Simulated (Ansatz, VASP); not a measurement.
**NaI in VASP and in Ansatz**

```
Na I
1.0
     0.00000    3.52548    3.54319
     3.52548    0.00000    3.54319
     3.52548    3.52548    0.00000
Na I
1 1
Cartesian
  0.0000 0.0000 0.0000
  1.7627 1.7627 1.7716
```

Change from the starting cell: biaxial_xy strain -0.5%.

Alike in both runs: task single point; functional r2SCAN; k mesh 6 × 6 × 6; no spin polarisation.

```csv
,VASP,Ansatz
version,VASP 6.6.1,Ansatz 0.2.0
potentials or method,"VASP PAW PBE potentials, release 64 (Na_pv, I)","plane waves, PAW"
plane-wave cutoff (eV),520,500
occupations,"gaussian, width 0.01 eV",fixed
valence electrons in the cell,14,26
```

```csv
,VASP,Ansatz,Ansatz less VASP
gap on the k mesh at the Fermi level (eV),4.44,4.43,-0.005
pressure (GPa),0.1,0.1,+0.08
```

VASP's potentials were made for PBE, not for r2SCAN. VASP's potentials hold 14 valence electrons a cell and Ansatz's 26, so a difference there can come from the potentials and not from the codes.

Neither program's run includes spin-orbit coupling.
